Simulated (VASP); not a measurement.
# Sn8O15 (a cell with a defect) in VASP: single point with PBE+D3(BJ)

Aim: the single point of Sn8O15 (a cell with a defect) with PBE+D3(BJ).

Everything below comes from runs of VASP 6.6.1. Logs are shortened: lines on timing, memory, paths and dates and some standing lists are left out, and cuts for length are marked.

## (1) The cell of the first run

The cell holds a defect, 23 atoms: a = 6.700 Å, b = 6.700 Å, c = 6.373 Å, α = 90.00°, β = 90.00°, γ = 90.00°.

## (2) Single point, PBE+D3(BJ), collinear spin, zero start

File INCAR:

```
SYSTEM = Sn8O15
ALGO = Normal ; EDIFF = 1E-6
ENCUT = 520 ; GGA = PE
ISIF = 2 ; ISMEAR = 0
ISPIN = 2 ; IVDW = 12
LASPH = .TRUE. ; LCHARG = .TRUE.
LELF = .TRUE. ; LORBIT = 11
LREAL = Auto ; LVHAR = .TRUE.
LWAVE = .FALSE. ; MAGMOM = 0 0 0 0 0 0 0 0 0 0 0 0 0 0 0 0 0 0 0 0 0 0 0
NBANDS = 122 ; NELECT = 201.0
NELM = 150 ; PREC = Accurate
SIGMA = 0.05
```

File KPOINTS:

```
k-points
0
G
  2 2 2
  0 0 0
```

File POSCAR:

```
Sn8O15
1.0
   -4.7373500000     -4.7373500000      0.0000000000
    4.7373500000     -4.7373500000      0.0000000000
    0.0000000000      0.0000000000      6.3728000000
Sn O
8 15
Direct
    0.5057035051      0.5049241665     -0.0011870763
   -0.0050435370      0.5048356148      0.2434634697
    0.5056356402      0.4767591586      0.4998696021
    0.0225327451      0.5750549358      0.7371064524
   -0.0100546719     -0.0335068129      0.0314734497
    0.5078820438     -0.0080659018      0.2519409051
   -0.0096074810      0.0662853705      0.4887904846
    0.4754421776     -0.0066182570      0.7507357833
    0.1944948125      0.5039971714     -0.0034116872
   -0.0287116215      0.2058737480      0.2108031007
    0.8152632801      0.5416896577     -0.0192158863
   -0.0069037542      0.8053412773      0.2935083480
    0.1926909559      0.4573287809      0.4956009917
    0.8190630838      0.4656342681      0.5160001883
    0.0474219764      0.9075574952      0.7416167148
    0.6904424414     -0.0270827572     -0.0099692443
    0.5087504618      0.6842143815      0.2619823312
    0.2998672253     -0.0201593718      0.0187146937
    0.5260419855      0.2997618922      0.2378389405
    0.6926706914      0.0001096605      0.5127935915
    0.4723836111      0.6867676021      0.7366639468
    0.3013397786      0.0268035927      0.4847972634
    0.5015919238      0.2975670997      0.7617337748
```

Potentials or basis: VASP PAW PBE potentials, release 64 (Sn_d, O).

Started as:

```console
$ cat potpaw_PBE.64/Sn_d/POTCAR potpaw_PBE.64/O/POTCAR > POTCAR
$ mpirun -np 1 vasp_std > vasp.out
```

OUTCAR:

```text
SYSTEM = Sn8O15
   EDIFF = 1E-6
   ENCUT = 520
   GGA = PE
   ISIF = 2
   ISMEAR = 0
   ISPIN = 2
   IVDW = 12
   LASPH = .TRUE.
   LORBIT = 11
   LREAL = Auto
   NELECT = 201.0
   NELM = 150
   PREC = Accurate
 IVDW          = 12

 ion  position               nearest neighbor table
   1  0.506  0.505  0.999-  23 2.05  19 2.06  17 2.06  21 2.08   9 2.09  11 2.09   3 3.19   3 3.20
                             2 3.63   6 3.64   8 3.64   4 3.67
   2  0.995  0.505  0.243-  10 2.02  12 2.04   9 2.06  11 2.08  13 2.11  14 2.12   4 3.19   4 3.27
                             7 3.33   5 3.38   1 3.63   3 3.67
   3  0.506  0.477  0.500-  19 2.05  23 2.06  17 2.06  21 2.08  13 2.10  14 2.10   1 3.19   1 3.20
                             6 3.61   8 3.62   4 3.63   2 3.67
   4  0.023  0.575  0.737-   9 2.07  13 2.07  14 2.09  11 2.10  15 2.23   2 3.19   5 3.23   2 3.27
                             3 3.63   7 3.66   1 3.67
   5  0.990  0.966  0.031-  15 1.93  10 1.97  12 1.99  16 2.02  18 2.08   7 2.99   4 3.23   2 3.38
                             7 3.52   6 3.53   8 3.72   6 3.75
   6  0.508  0.992  0.252-  18 2.04  22 2.04  17 2.06  19 2.07  16 2.07  20 2.07   8 3.19   8 3.20
                             5 3.53   7 3.60   3 3.61   1 3.64   5 3.75
   7  0.990  0.066  0.489-  15 1.97  10 2.01  20 2.05  22 2.10  12 2.15   5 2.99   2 3.33   5 3.52
                             6 3.60   4 3.66   8 3.69
   8  0.475  0.993  0.751-  23 2.05  21 2.06  22 2.07  18 2.08  16 2.10  20 2.10   6 3.19   6 3.20
                             3 3.62   1 3.64   7 3.69   5 3.72
   9  0.194  0.504  0.997-   2 2.06   4 2.07   1 2.09
  10  0.971  0.206  0.211-   5 1.97   7 2.01   2 2.02
  11  0.815  0.542  0.981-   2 2.08   1 2.09   4 2.10
  12  0.993  0.805  0.294-   5 1.99   2 2.04   7 2.15
  13  0.193  0.457  0.496-   4 2.07   3 2.10   2 2.11
  14  0.819  0.466  0.516-   4 2.09   3 2.10   2 2.12
  15  0.047  0.908  0.742-   5 1.93   7 1.97   4 2.23
  16  0.690  0.973  0.990-   5 2.02   6 2.07   8 2.10
  17  0.509  0.684  0.262-   3 2.06   6 2.06   1 2.06
  18  0.300  0.980  0.019-   6 2.04   8 2.08   5 2.08
  19  0.526  0.300  0.238-   3 2.05   1 2.06   6 2.07
  20  0.693  0.000  0.513-   7 2.05   6 2.07   8 2.10
  21  0.472  0.687  0.737-   8 2.06   3 2.08   1 2.08
  22  0.301  0.027  0.485-   6 2.04   8 2.07   7 2.10
  23  0.502  0.298  0.762-   8 2.05   1 2.05   3 2.06

  LATTYP: Found a simple tetragonal cell.
 ALAT       =     6.6996246197
 C/A-ratio  =     0.9512174729

  Lattice vectors:

 A1 = (  -4.7373500000,  -4.7373500000,   0.0000000000)
 A2 = (   4.7373500000,  -4.7373500000,   0.0000000000)
 A3 = (   0.0000000000,   0.0000000000,   6.3728000000)

Analysis of symmetry for initial positions (statically):
=====================================================================
 Subroutine PRICEL returns:
 Original cell was already a primitive cell.

 Routine SETGRP: Setting up the symmetry group for a
 simple tetragonal supercell.

 Subroutine GETGRP returns: Found  1 space group operations
 (whereof  1 operations were pure point group operations)
 out of a pool of 16 trial point group operations.

The static configuration has the point symmetry C_1 .

Analysis of symmetry for dynamics (positions and initial velocities):
=====================================================================
 Subroutine PRICEL returns:
 Original cell was already a primitive cell.

 Routine SETGRP: Setting up the symmetry group for a
 simple tetragonal supercell.

 Subroutine GETGRP returns: Found  1 space group operations
 (whereof  1 operations were pure point group operations)
 out of a pool of 16 trial point group operations.

The dynamic configuration has the point symmetry C_1 .

Analysis of structural, dynamic, and magnetic symmetry:
=====================================================================
 Subroutine PRICEL returns:
 Original cell was already a primitive cell.

 Routine SETGRP: Setting up the symmetry group for a
 simple tetragonal supercell.

 Subroutine GETGRP returns: Found  1 space group operations
 (whereof  1 operations were pure point group operations)
 out of a pool of 16 trial point group operations.

The overall configuration has the point symmetry C_1 .

 Subroutine INISYM returns: Found  1 space group operations
 (whereof  1 operations are pure point group operations),
 and found     1 'primitive' translations

----------------------------------------------------------------------------------------

[... 110 lines left out ...]
   ICHARG =      2    charge: 1-file 2-atom 10-const
   ISPIN  =      2    spin polarized calculation?
   LNONCOLLINEAR =      F non collinear calculations
   LSORBIT =      F    spin-orbit coupling
   LASPH  =      T    aspherical Exc in radial PAW
   ENCUT  =  520.0 eV  38.22 Ry    6.18 a.u.  12.46 12.46 11.85*2*pi/ulx,y,z
   NELM   =    150;   NELMIN=  2; NELMDL= -5     # of ELM steps
   EDIFF  = 0.1E-05   stopping-criterion for ELM
   LREAL  =      T    real-space projection
   EDIFFG = 0.1E-04   stopping-criterion for IOM
   NSW    =      0    number of steps for IOM
   IBRION =     -1    ionic relax: 0-MD 1-quasi-New 2-CG
   NFREE  =      0    steps in history (QN), initial steepest desc. (CG)
   ISIF   =      2    stress and relaxation
   ISYM   =      2    0-nonsym 1-usesym 2-fastsym
   POTIM  = 0.5000    time-step for ionic-motion
   TEBEG  =    0.0;   TEEND  =   0.0 temperature during run
   PSTRESS=    0.0 pullay stress
   NELECT =     201.0000    total number of electrons
   NUPDOWN=      -1.0000    fix difference up-down
   EMIN   =  10.00;   EMAX   =-10.00  energy-range for DOS
   EFERMI =   0.00;   METHOD = LEGACY
   ISMEAR =     0;   SIGMA  =   0.05  broadening in eV -4-tet -1-fermi 0-gaus
   EFERMI_NEDOS =   21; number of points for ismear=-14 and -15
   IALGO  =     38    algorithm
   IMIX   =      4    mixing-type and parameters
     AMIX     =   0.40;   BMIX     =  1.00
     AMIX_MAG =   1.60;   BMIX_MAG =  1.00
  volume/ion in A,a.u.               =      12.44        83.93
  Fermi-wavevector in a.u.,A,eV,Ry     =   1.455447  2.750396 28.821581  2.118326
  Thomas-Fermi vector in A             =   2.572481
   LORBIT       =     11    0 simple, 1 ext, 2 COOP (PROOUT), +10 PAW based schemes
   GGA     = PE    functional components
   LHFCALC =     F    Hartree Fock is set to
   AEXX    =    0.0000 exact exchange contribution
   IVDW    =    12    specifies the selected vdW correction
   LEPSILON=     F    determine dielectric tensor
   LRPA    =     F    only Hartree local field effects (RPA)
 spin polarized calculation
 Gauss-broadening in eV      SIGMA  =   0.05
  energy-cutoff  :      520.00
  volume of cell :      286.04
 maximum number of plane-waves:      7760
 NGX is ok and might be reduce to    50
   NGX = 25   NGY = 25   NGZ = 23

 number of electron     200.9999974 magnetization       0.0000037

 number of electron     200.9999974 magnetization      -0.0000004

 Free energy of the ion-electron system (eV)
  ---------------------------------------------------
  ext. energy  EPLUGINS =         0.00000000
  ---------------------------------------------------
  free energy    TOTEN  =      -145.82597921 eV

  energy without entropy =     -145.82597465  energy(sigma->0) =     -145.82597693

 E-fermi :   8.1807     XC(G=0): -11.0550

 val. band max:        8.0449338119   @ k =   0.0000   0.0000   0.5000
 cond. band min:       8.3196965582   @ k =   0.0000   0.5000   0.0000
 fundamental gap:      0.2747627462
 Fermi energy:         8.1807030595

 spin component 1

 k-point     1 :       0.0000    0.0000    0.0000
  band No.  band energies     occupation
      1     -15.4588      1.00000
      2     -14.9464      1.00000
      3     -14.9200      1.00000
      4     -14.8148      1.00000
      5     -14.7766      1.00000
      6     -14.6451      1.00000
[... 909 lines left out ...]
    111      13.2757      0.00000
    112      13.5369      0.00000
 Fermi energy:         8.1807030595

 spin component 2

 k-point     1 :       0.0000    0.0000    0.0000
  band No.  band energies     occupation
      1     -15.4588      1.00000
      2     -14.9464      1.00000
      3     -14.9200      1.00000
      4     -14.8148      1.00000
      5     -14.7766      1.00000
      6     -14.6451      1.00000
[... 909 lines left out ...]
    111      13.2757      0.00000
    112      13.5369      0.00000
 [bands above 112 left out]

------------------------ aborting loop because EDIFF is reached ----------------------------------------

 Edisp (eV)   -5.12216

 E8    (eV) :    -2.0746

  FORCE on cell =-STRESS in cart. coord.  units (eV):
  Direction    XX          YY          ZZ          XY          YZ          ZX
  --------------------------------------------------------------------------------------
  -------------------------------------------------------------------------------------
  Total      -0.05799    -0.87960    14.05783    -1.70797     0.39351     0.18337
  in kB      -0.32483    -4.92680    78.74043    -9.56664     2.20412     1.02710
  external pressure =       24.50 kB  Pullay stress =        0.00 kB

 VOLUME and BASIS-vectors are now :
 -----------------------------------------------------------------------------
  energy-cutoff  :      520.00
  volume of cell :      286.04
      direct lattice vectors                 reciprocal lattice vectors
    -4.737350000 -4.737350000  0.000000000    -0.105544239 -0.105544239  0.000000000
     4.737350000 -4.737350000  0.000000000     0.105544239 -0.105544239  0.000000000
     0.000000000  0.000000000  6.372800000     0.000000000  0.000000000  0.156916897

 POSITION                                       TOTAL-FORCE (eV/Angst)
 -----------------------------------------------------------------------------------
     -0.00369     -4.78770      6.36524        -0.010898     -0.018392     -0.018369
     -2.32187     -7.10504      1.55154         0.092422     -0.123818     -0.013186
     -0.13680     -4.65395      3.18557         0.033187     -0.031526      0.014085
      2.61749     -2.83098      4.69743         0.107286     -0.108584     -0.014134
     -0.11110     -9.26833      0.20057         0.146095     -0.295829      0.018078
      2.29312     -7.10515      1.60557         0.072565     -0.030258      0.014411
[... 15 lines left out ...]
     -1.30057     -1.55453      3.08952         0.109179     -0.064249      0.162455
     -0.96654     -3.78590      4.85438        -0.003236     -0.028066     -0.007562
 -----------------------------------------------------------------------------------
    total drift:                                0.001171      0.006303      0.001422

  FREE ENERGIE OF THE ION-ELECTRON SYSTEM (eV)
  ---------------------------------------------------
  free  energy   TOTEN  =      -150.9481364715 eV

  energy  without entropy=     -150.9481319182  energy(sigma->0) =     -150.94813419

 total charge

# of ion       s       p       d       tot
------------------------------------------
    1        0.885   1.054  10.352  12.291
    2        0.890   1.058  10.357  12.306
    3        0.888   1.053  10.349  12.290
    4        0.992   0.937  10.231  12.160
    5        0.941   1.161  10.381  12.483
    6        0.892   1.084  10.373  12.350
[... 15 lines left out ...]
   22        1.569   3.484   0.000   5.053
   23        1.562   3.504   0.000   5.067
--------------------------------------------------
tot         30.900  60.665  82.695 174.260

 magnetization (x)

# of ion       s       p       d       tot
------------------------------------------
    1       -0.000  -0.000  -0.000  -0.000
    2       -0.000  -0.000   0.000  -0.000
    3       -0.000  -0.000   0.000  -0.000
    4        0.000   0.000  -0.000   0.000
    5       -0.000  -0.000   0.000  -0.000
    6        0.000   0.000   0.000   0.000
[... 15 lines left out ...]
   22       -0.000  -0.000   0.000  -0.000
   23       -0.000  -0.000   0.000  -0.000
--------------------------------------------------
tot         -0.000  -0.000  -0.000  -0.000
```

It took 15 min on 1 thread of Intel Xeon Platinum 8259CL at 2.50GHz (Skylake/Cascade Lake), shared host; peak memory 0.65 GiB.

What came out:

| Item | Value |
| --- | --- |
| Free energy | -150.9481 eV |
| Largest force | 2.707 eV/Å |
| Net moment | 0.00 μB per cell |
| Valence electrons inside the program's atomic spheres | Sn 12.29, 12.31, 12.16, 12.48, 12.35, 12.30, 12.27 (each value once); O 5.04, 5.10, 5.03, 5.06, 5.02, 5.01, 5.07, 5.05 (each value once) |
| Dispersion energy per atom | -0.223 eV |

Forces on the atoms (eV/Å):
```
Sn  -0.011 -0.018 -0.018
Sn   0.092 -0.124 -0.013
Sn   0.033 -0.032  0.014
Sn   0.107 -0.109 -0.014
Sn   0.146 -0.296  0.018
Sn   0.073 -0.030  0.014
Sn   0.132 -0.268  0.314
Sn  -0.134 -0.139 -0.004
O    0.063 -0.084 -0.078
O    0.127 -0.126  0.028
O    0.072 -0.070 -0.084
O    0.092 -0.128  0.003
O    0.093 -0.108  0.038
O    0.139 -0.113  0.031
O   -1.559  2.194 -0.284
O    0.016 -0.092  0.015
O    0.097 -0.038 -0.032
O    0.241 -0.184 -0.116
O    0.029 -0.024  0.013
O    0.034 -0.054 -0.009
O    0.012 -0.066  0.011
O    0.109 -0.064  0.162
O   -0.003 -0.028 -0.008
```

Caveat: the k points lie up to 0.49 Å⁻¹ apart; the cell carries a net charge on a neutralising background, which shifts energy and pressure; the cell is charged against a uniform background, so pressure and absolute levels hang on convention; no moment was typed at the start, so none could form; spin-orbit coupling is left out, which moves the levels of the heavy elements.
